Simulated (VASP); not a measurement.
# Tl2PbCl4 (C2/m) in VASP: further runs

Tl2PbCl4 is run at these levels: PBEsol, r2SCAN+rVV10; tasks: single point.

All numbers are computed with VASP 6.6.1; they aren't measurements. Logs are shortened: lines on timing, memory, paths and dates and some standing lists are left out, and cuts for length are marked.

**1. The cell of the first run**

Symmetry: C2/m, No. 12, monoclinic system. The conventional cell has a = 11.240 Å, b = 7.726 Å, c = 5.106 Å, α = 90.00°, β = 91.58°, γ = 90.00°. Tl (site symmetry m) has 8 Cl at 3.15 to 3.62 Å and 2 Tl at 4.10 to 4.11 Å and 3 Pb at 4.26 to 4.37 Å within 4.4 Å. Within 3.6 Å of Pb (site symmetry 2/m) lie 4 Cl at 2.77 Å. Within 4.0 Å of Cl (site symmetry 1) lie 1 Pb at 2.77 Å and 4 Tl at 3.15 to 3.62 Å and 6 Cl at 3.72 to 3.96 Å.

**2. Single point, PBEsol**

File INCAR:

```
SYSTEM = Tl2PbCl4
  PREC = Accurate
  ENCUT = 520
  EDIFF = 1E-7
  ISMEAR = -1
  SIGMA = 0.03
  LREAL = .FALSE.
  LASPH = .TRUE.
  NELM = 60
  ALGO = Normal
  ISIF = 2
  LWAVE = .FALSE.
  LCHARG = .FALSE.
  GGA = PS
  NBANDS = 43
```

File KPOINTS:

```
regular mesh
0
G
  4 4 4
  0 0 0
```

File POSCAR:

```
Tl2PbCl4
1.0
    5.6182875449     -3.8630595425      0.1311854886
    5.6182875449      3.8630595425      0.1311854886
    0.0219024401      0.0000000000      5.1063873813
Tl Pb Cl
2 1 4
Direct
    0.3568222247      0.3568222247      0.2576338664
    0.6431777753      0.6431777753      0.7423661336
    0.0000000000      0.0000000000      0.0000000000
    0.1210648140      0.6205543870      0.7441938158
    0.3794456130      0.8789351860      0.2558061842
    0.8789351860      0.3794456130      0.2558061842
    0.6205543870      0.1210648140      0.7441938158
```

Potentials or basis: VASP PAW PBE potentials, release 64 (Tl_d, Pb_d, Cl).

Run with:

```console
> cat potpaw_PBE.64/Tl_d/POTCAR potpaw_PBE.64/Pb_d/POTCAR potpaw_PBE.64/Cl/POTCAR > POTCAR
> mpirun -np 1 vasp_std > vasp.out
```

OUTCAR:

```text
SYSTEM = Tl2PbCl4
   PREC = Accurate
   ENCUT = 520
   EDIFF = 1E-7
   ISMEAR = -1
   LREAL = .FALSE.
   LASPH = .TRUE.
   NELM = 60
   ISIF = 2
   GGA = PS

 ion  position               nearest neighbor table
   1  0.357  0.357  0.258-   4 3.15   7 3.15   6 3.21   5 3.21   4 3.26   7 3.26   2 4.10   2 4.11

   2  0.643  0.643  0.742-   5 3.15   6 3.15   4 3.21   7 3.21   5 3.26   6 3.26   1 4.10   1 4.11

   3  0.000  0.000  0.000-   4 2.77   5 2.77   6 2.77   7 2.77
   4  0.121  0.621  0.744-   3 2.77   1 3.15   2 3.21   1 3.26
   5  0.379  0.879  0.256-   3 2.77   2 3.15   1 3.21   2 3.26
   6  0.879  0.379  0.256-   3 2.77   2 3.15   1 3.21   2 3.26
   7  0.621  0.121  0.744-   3 2.77   1 3.15   2 3.21   1 3.26

  LATTYP: Found a base centered monoclinic cell.
 ALAT       =    11.2396378179
 B/A-ratio  =     0.6873992926
 C/A-ratio  =     0.4543237457
 COS(beta)  =    -0.0276311670

  Lattice vectors:

 A1 = (  -5.6182875449,   3.8630595425,  -0.1311854886)
 A2 = (  -5.6182875449,  -3.8630595425,  -0.1311854886)
 A3 = (   0.0219024401,   0.0000000000,   5.1063873813)

Analysis of symmetry for initial positions (statically):
=====================================================================
 Subroutine PRICEL returns:
 Original cell was already a primitive cell.

 Routine SETGRP: Setting up the symmetry group for a
 base centered monoclinic supercell.

 Subroutine GETGRP returns: Found  4 space group operations
 (whereof  4 operations were pure point group operations)
 out of a pool of  4 trial point group operations.

The static configuration has the point symmetry C_2h.

Analysis of symmetry for dynamics (positions and initial velocities):
=====================================================================
 Subroutine PRICEL returns:
 Original cell was already a primitive cell.

 Routine SETGRP: Setting up the symmetry group for a
 base centered monoclinic supercell.

 Subroutine GETGRP returns: Found  4 space group operations
 (whereof  4 operations were pure point group operations)
 out of a pool of  4 trial point group operations.

The dynamic configuration has the point symmetry C_2h.

 Subroutine INISYM returns: Found  4 space group operations
 (whereof  4 operations are pure point group operations),
 and found     1 'primitive' translations

----------------------------------------------------------------------------------------

                                     Primitive cell

  volume of cell :     221.6336

  direct lattice vectors                    reciprocal lattice vectors
     5.618287545 -3.863059542  0.131185489     0.089004003 -0.129431088 -0.000381758
     5.618287545  3.863059542  0.131185489     0.089004003  0.129431088 -0.000381758
     0.021902440  0.000000000  5.106387381    -0.004573109  0.000000000  0.195852780

  length of vectors
     6.819500979  6.819500979  5.106434353     0.157080441  0.157080441  0.195906163

  position of ions in fractional coordinates (direct lattice)
     0.356822225  0.356822225  0.257633866
     0.643177775  0.643177775  0.742366134
     0.000000000  0.000000000  0.000000000
     0.121064814  0.620554387  0.744193816
     0.379445613  0.878935186  0.255806184
     0.878935186  0.379445613  0.255806184
     0.620554387  0.121064814  0.744193816

  ion indices of the primitive-cell ions
   primitive index   ion index
                 1           1
                 2           2
                 3           3
                 4           4
                 5           5
                 6           6
                 7           7

----------------------------------------------------------------------------------------

 KPOINTS: regular mesh

Automatic generation of k-mesh.
 Grid dimensions read from file:
 generate k-points for:    4    4    4

 Generating k-lattice:

  Cartesian coordinates                     Fractional coordinates (reciprocal lattice)
     0.022251001 -0.032357772 -0.000095440     0.250000000 -0.000000000  0.000000000
     0.022251001  0.032357772 -0.000095440    -0.000000000  0.250000000  0.000000000
    -0.001143277  0.000000000  0.048963195     0.000000000  0.000000000  0.250000000

  Length of vectors
     0.039270110  0.039270110  0.048976541

  Shift w.r.t. Gamma in fractional coordinates (k-lattice)
     0.000000000  0.000000000  0.000000000

 Subroutine IBZKPT returns following result:
 ===========================================

 Found     24 irreducible k-points:

 Following reciprocal coordinates:
            Coordinates               Weight
  0.000000  0.000000  0.000000      1.000000
  0.250000  0.000000  0.000000      4.000000
  0.500000  0.000000  0.000000      2.000000
  0.250000  0.250000  0.000000      2.000000
  0.500000  0.250000  0.000000      4.000000
 -0.250000  0.250000  0.000000      2.000000
[... 16 lines left out ...]
 -0.250000  0.250000  0.500000      2.000000
  0.500000  0.500000  0.500000      1.000000
   k-points           NKPTS =     24   k-points in BZ     NKDIM =     24   number of bands    NBANDS=     43
   number of dos      NEDOS =    301   number of ions     NIONS =      7
   total plane-waves  NPLWV = 116640
   dimension x,y,z NGX =    54 NGY =   54 NGZ =   40
   dimension x,y,z NGXF=   108 NGYF=  108 NGZF=   80
   ions per type =               2   1   4
   NGX,Y,Z   is equivalent  to a cutoff of  13.16, 13.16, 13.02 a.u.
   NGXF,Y,Z  is equivalent  to a cutoff of  26.33, 26.33, 26.04 a.u.
 SYSTEM =  Tl2PbCl4
   PREC   = accura    normal or accurate (medium, high low for compatibility)
   ISTART =      0    job   : 0-new  1-cont  2-samecut
   ICHARG =      2    charge: 1-file 2-atom 10-const
   ISPIN  =      1    spin polarized calculation?
   LNONCOLLINEAR =      F non collinear calculations
   LSORBIT =      F    spin-orbit coupling
   LASPH  =      T    aspherical Exc in radial PAW
   ENCUT  =  520.0 eV  38.22 Ry    6.18 a.u.  12.68 12.68  9.49*2*pi/ulx,y,z
   NELM   =     60;   NELMIN=  2; NELMDL= -5     # of ELM steps
   EDIFF  = 0.1E-06   stopping-criterion for ELM
   LREAL  =      F    real-space projection
   EDIFFG = 0.1E-05   stopping-criterion for IOM
   NSW    =      0    number of steps for IOM
   IBRION =     -1    ionic relax: 0-MD 1-quasi-New 2-CG
   NFREE  =      0    steps in history (QN), initial steepest desc. (CG)
   ISIF   =      2    stress and relaxation
   ISYM   =      2    0-nonsym 1-usesym 2-fastsym
   POTIM  = 0.5000    time-step for ionic-motion
   TEBEG  =    0.0;   TEEND  =   0.0 temperature during run
   PSTRESS=    0.0 pullay stress
   NELECT =      68.0000    total number of electrons
   NUPDOWN=      -1.0000    fix difference up-down
   EMIN   =  10.00;   EMAX   =-10.00  energy-range for DOS
   EFERMI =   0.00;   METHOD = LEGACY
   ISMEAR =    -1;   SIGMA  =   0.03  broadening in eV -4-tet -1-fermi 0-gaus
   EFERMI_NEDOS =   21; number of points for ismear=-14 and -15
   IALGO  =     38    algorithm
   IMIX   =      4    mixing-type and parameters
     AMIX     =   0.40;   BMIX     =  1.00
     AMIX_MAG =   1.60;   BMIX_MAG =  1.00
  volume/ion in A,a.u.               =      31.66       213.67
  Fermi-wavevector in a.u.,A,eV,Ry     =   1.104161  2.086563 16.587850  1.219173
  Thomas-Fermi vector in A             =   2.240630
   LORBIT       =      0    0 simple, 1 ext, 2 COOP (PROOUT), +10 PAW based schemes
   GGA     = PS    functional components
   LHFCALC =     F    Hartree Fock is set to
   AEXX    =    0.0000 exact exchange contribution
   IVDW    =     0    specifies the selected vdW correction
   LEPSILON=     F    determine dielectric tensor
   LRPA    =     F    only Hartree local field effects (RPA)
 non-spin polarized calculation
  energy-cutoff  :      520.00
  volume of cell :      221.63
 maximum number of plane-waves:      5992
 NGX is ok and might be reduce to    54
   NGX = 25   NGY = 25   NGZ = 19

 number of electron      67.9999997 magnetization

 Free energy of the ion-electron system (eV)
  ---------------------------------------------------
  ext. energy  EPLUGINS =         0.00000000
  ---------------------------------------------------
  free energy    TOTEN  =       -23.50717397 eV

  energy without entropy =      -23.50717397  energy(sigma->0) =      -23.50717397

 E-fermi :   2.1867     XC(G=0):  -8.5098

 val. band max:        1.5105695355   @ k =   0.5000   0.5000   0.0000
 cond. band min:       3.4888381027   @ k =  -0.0000  -0.0000   0.2500
 fundamental gap:      1.9782685673
 Fermi energy:         2.1867238359

 k-point     1 :       0.0000    0.0000    0.0000
  band No.  band energies     occupation
      1     -14.7596      2.00000
      2     -14.6503      2.00000
      3     -14.6461      2.00000
      4     -14.6177      2.00000
      5     -14.4672      2.00000
      6     -12.3402      2.00000
[... 35 lines left out ...]
     42       7.8097      0.00000
     43       8.1148      0.00000

 k-point     2 :       0.2500    0.0000    0.0000
  band No.  band energies     occupation
      1     -14.7591      2.00000
      2     -14.6502      2.00000
      3     -14.6461      2.00000
      4     -14.6173      2.00000
      5     -14.4672      2.00000
      6     -12.2902      2.00000
[... 35 lines left out ...]
     42       7.7295      0.00000
     43       7.7815      0.00000

 k-point     3 :       0.5000    0.0000    0.0000
  band No.  band energies     occupation
      1     -14.7587      2.00000
      2     -14.6501      2.00000
      3     -14.6460      2.00000
      4     -14.6169      2.00000
      5     -14.4672      2.00000
      6     -12.1757      2.00000
[... 919 lines left out ...]
      6     -12.0771      2.00000
[... 35 lines left out ...]
     42       7.4009      0.00000
     43       7.5421      0.00000

 k-point    24 :       0.5000    0.5000    0.5000
  band No.  band energies     occupation
      1     -14.7611      2.00000
      2     -14.6499      2.00000
      3     -14.6426      2.00000
      4     -14.6195      2.00000
      5     -14.4668      2.00000
      6     -12.1051      2.00000
[... 35 lines left out ...]
     42       7.1179      0.00000
     43       8.5400      0.00000

------------------------ aborting loop because EDIFF is reached ----------------------------------------

  FORCE on cell =-STRESS in cart. coord.  units (eV):
  Direction    XX          YY          ZZ          XY          YZ          ZX
  --------------------------------------------------------------------------------------
  -------------------------------------------------------------------------------------
  Total       -0.1027417     -0.0774855     -0.1187511      0.0000000      0.0000000      0.0333400
  in kB       -0.7427144     -0.5601385     -0.8584452      0.0000000      0.0000000      0.2410134
  external PRESSURE =      -0.7204327 kB  Pullay stress =       0.0000000 kB

 VOLUME and BASIS-vectors are now :
 -----------------------------------------------------------------------------
  energy-cutoff  :      520.00
  volume of cell :      221.63
      direct lattice vectors                 reciprocal lattice vectors
     5.618287545 -3.863059542  0.131185489     0.089004003 -0.129431088 -0.000381758
     5.618287545  3.863059542  0.131185489     0.089004003  0.129431088 -0.000381758
     0.021902440  0.000000000  5.106387381    -0.004573109  0.000000000  0.195852780

 POSITION                                       TOTAL-FORCE (eV/Angst)
 -----------------------------------------------------------------------------------
      4.01510      0.00000      1.40920         0.003758      0.000000     -0.003657
      7.24337      0.00000      3.95956        -0.003758      0.000000      0.003657
      0.00000      0.00000      0.00000         0.000000      0.000000      0.000000
      4.18293      1.92956      3.89743        -0.000777     -0.004054      0.006772
      7.07555      1.92956      1.47133         0.000777     -0.004054     -0.006772
      7.07555     -1.92956      1.47133         0.000777      0.004054     -0.006772
      4.18293     -1.92956      3.89743        -0.000777      0.004054      0.006772
 -----------------------------------------------------------------------------------
    total drift:                                0.000000     -0.000000      0.000000

  FREE ENERGIE OF THE ION-ELECTRON SYSTEM (eV)
  ---------------------------------------------------
  free  energy   TOTEN  =       -23.5071739664 eV

  energy  without entropy=      -23.5071739664  energy(sigma->0) =      -23.50717397
```

Run time: 4.6 min. Hardware: 1 thread of Intel Xeon Platinum 8259CL at 2.50GHz (Skylake/Cascade Lake), shared host; peak memory 0.46 GiB.

Results:

| Quantity | Value |
| --- | --- |
| Free energy | -23.5072 eV |
| Pressure | -0.1 GPa |
| Largest force | 0.008 eV/Å |
| Band gap on the k mesh | 1.98 eV (least direct gap 2.18 eV) |

Forces in eV/Å, atoms in the order of the input:
```
Tl   0.004  0.000 -0.004
Tl  -0.004  0.000  0.004
Pb   0.000  0.000  0.000
Cl  -0.001 -0.004  0.007
Cl   0.001 -0.004 -0.007
Cl   0.001  0.004 -0.007
Cl  -0.001  0.004  0.007
```

Caveat: the PAW data sets were made with another functional, which shifts forces and pressure a little; spin-orbit coupling is left out, which moves the levels of the heavy elements. A k mesh can miss the band edges.

**3. Single point, r2SCAN+rVV10**

This run uses another cell than the first one, of 31.39 Å³/atom.

File POSCAR:

```
Tl2PbCl4
1.0
    5.5654415442     -3.8892107426      0.1868275054
    5.5654415442      3.8892107426      0.1868275054
    0.0729114453      0.0000000000      5.0788612970
Tl Pb Cl
2 1 4
Direct
    0.3619537623      0.3619537623      0.2537104618
    0.6380462377      0.6380462377      0.7462895382
    0.0000000000      0.0000000000      0.0000000000
    0.1169088570      0.6221954078      0.7388738728
    0.3778045922      0.8830911430      0.2611261272
    0.8830911430      0.3778045922      0.2611261272
    0.6221954078      0.1169088570      0.7388738728
```

File INCAR.step1:

```
PREC = Accurate
ENCUT = 520
ISMEAR = -1
SIGMA = 0.03
LREAL = F
LASPH = T
NELM = 100
NBANDS = 43
GGA = PE
ALGO = Normal
EDIFF = 1E-4
LWAVE = T
LCHARG = F
```

File INCAR.step2:

```
PREC = Accurate
ENCUT = 520
EDIFF = 1E-7
ISMEAR = -1
SIGMA = 0.03
LREAL = F
LASPH = T
NELM = 100
ALGO = Normal
ISIF = 2
LWAVE = F
LCHARG = F
METAGGA = R2SCAN
LMIXTAU = T
LUSE_VDW = T
IVDW_NL = 2
BPARAM = 11.95
CPARAM = 0.0093
NBANDS = 43
ISTART = 1
```

File KPOINTS:

```
regular mesh
0
Gamma
  4 4 4
```

Potentials or basis: VASP PAW PBE potentials, release 64 (Tl_d, Pb_d, Cl).

Run with:

```console
> cat potpaw_PBE.64/Tl_d/POTCAR potpaw_PBE.64/Pb_d/POTCAR potpaw_PBE.64/Cl/POTCAR > POTCAR
> cp INCAR.step1 INCAR
> mpirun -np 1 vasp_std > vasp.out
> cp INCAR.step2 INCAR
> mpirun -np 1 vasp_std > vasp.out
```

It took 19 min on 1 thread of Intel Xeon Platinum 8259CL at 2.50GHz (Skylake/Cascade Lake), shared host; peak memory 0.91 GiB.

The run converged. Its results:

| Quantity | Value |
| --- | --- |
| Free energy | -192.6545 eV |
| Pressure | 0.0 GPa |
| Largest force | 0.005 eV/Å |
| Band gap on the k mesh | 2.20 eV (least direct gap 2.40 eV) |

Forces in eV/Å, atoms in the order of the input:
```
Tl   0.004  0.000  0.000
Tl  -0.004  0.000  0.000
Pb   0.000  0.000  0.000
Cl  -0.001 -0.004 -0.003
Cl   0.001 -0.004  0.003
Cl   0.001  0.004  0.003
Cl  -0.001  0.004 -0.003
```

Levels at points of the mesh, in eV from the valence-band top:
```tsv
k point	band 31	band 32	band 33	band 34	band 35	band 36	band 37	band 38
(0.00, 0.00, 0.00)	-1.33	-1.17	-1.11	-0.59	2.29	4.76	4.98	5.58
(0.50, 0.00, 0.00)	-1.34	-0.84	-0.45	-0.40	2.29	4.50	4.73	4.81
(0.50, 0.50, 0.00)	-0.96	-0.90	-0.67	0.00	2.68	3.43	3.66	4.71
(0.00, 0.00, 0.50)	-1.11	-1.00	-0.85	-0.10	2.30	4.62	5.22	5.63
(0.50, 0.00, 0.50)	-1.27	-0.63	-0.56	-0.37	2.47	4.34	4.88	5.06
(0.50, 0.50, 0.50)	-1.29	-0.89	-0.65	-0.10	2.68	3.43	3.85	5.06
```

Caveat: the PAW data sets were made with another functional, which shifts forces and pressure a little; spin-orbit coupling is left out, which moves the levels of the heavy elements. A k mesh can miss the band edges.
